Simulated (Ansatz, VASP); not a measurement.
**RuS: VASP beside Ansatz**

File POSCAR:

```
RuS
1.0
    0.0000000000      2.5467554600      2.5467554600
    2.5467554600      0.0000000000      2.5467554600
    2.5467554600      2.5467554600      0.0000000000
Ru S
1 1
Direct
    0.5000000000      0.5000000000      0.5000000000
    0.0000000000      0.0000000000      0.0000000000
```

The input INCAR.step1:

```
SYSTEM = RuS
  PREC = Accurate
  ENCUT = 660
  ISMEAR = 0
  SIGMA = 0.05
  LREAL = .FALSE.
  LASPH = .TRUE.
  NELM = 200
  LMAXMIX = 4
  LDAU = .TRUE.
  LDAUTYPE = 2
  LDAUL = 2 -1
  LDAUU = 7 0
  LDAUJ = 0 0
  NBANDS = 18
  GGA = PE
  ALGO = Normal
  EDIFF = 1E-5
  LWAVE = .TRUE.
  LCHARG = .FALSE.
  GGA_COMPAT = .FALSE.
```

INCAR.step2

```
SYSTEM = RuS
  PREC = Accurate
  ENCUT = 660
  EDIFF = 1E-6
  ISMEAR = 0
  SIGMA = 0.05
  LREAL = .FALSE.
  LASPH = .TRUE.
  NELM = 200
  ALGO = Normal
  ISIF = 2
  LWAVE = .FALSE.
  LCHARG = .FALSE.
  LMAXMIX = 4
  LDAU = .TRUE.
  LDAUTYPE = 2
  LDAUL = 2 -1
  LDAUU = 7 0
  LDAUJ = 0 0
  LDAUPRINT = 1
  METAGGA = R2SCAN
  LMIXTAU = .TRUE.
  NBANDS = 18
  ISTART = 1
  GGA_COMPAT = .FALSE.
```

File KPOINTS:

```
regular mesh
0
G
  6 6 6
  0 0 0
```

The input input.yaml:

```yaml
crystal:
  lattice:
    - [0.0, 2.54675546, 2.54675546]
    - [2.54675546, 0.0, 2.54675546]
    - [2.54675546, 2.54675546, 0.0]
  atoms:
    - { symbol: Ru, position: [0.5, 0.5, 0.5] }
    - { symbol: S, position: [0.0, 0.0, 0.0] }
hamiltonian:
  xc: r2scan
  pseudopotentials: { kind: paw }
  hubbard: { sites: [{ species: Ru, l: d, u_eff: 7.0 }] }
kpoints:
  mp_grid: { grid: [6, 6, 6] }
scf:
  occupations: { method: gaussian, width: 0.05 }
output:
  forces: true
  stress: true
  eigenvalues: true
```

Alike in both runs: task single point; functional r2SCAN; k mesh 6 × 6 × 6; occupations gaussian, width 0.05 eV; no spin polarisation; Hubbard terms Ru d U = 7.0 eV.

|  | VASP | Ansatz |
| --- | --- | --- |
| version | VASP 6.6.1 | Ansatz 0.2.0 |
| potentials or method | VASP PAW PBE potentials, release 64 (Ru_sv, S) | Ansatz PAW |
| plane-wave cutoff (eV) | 660 | 500 |
| valence electrons in the cell | 22 | 22 |

VASP gave:

| Quantity | Value |
| --- | --- |
| gap on the k mesh at the Fermi level (eV) | 1.50 |
| least direct gap on the mesh (eV) | 1.86 |
| pressure (GPa) | 2.9 |

**Question.** Estimate Ansatz's values.

**Answer.** gap on the k mesh at the Fermi level (eV): 1.40; least direct gap on the mesh (eV): 1.64; pressure (GPa): 0.8.

VASP's potentials were made for PBE, not for r2SCAN. The programs project onto different local orbitals, so the same U acts differently, and such runs can settle in different states.
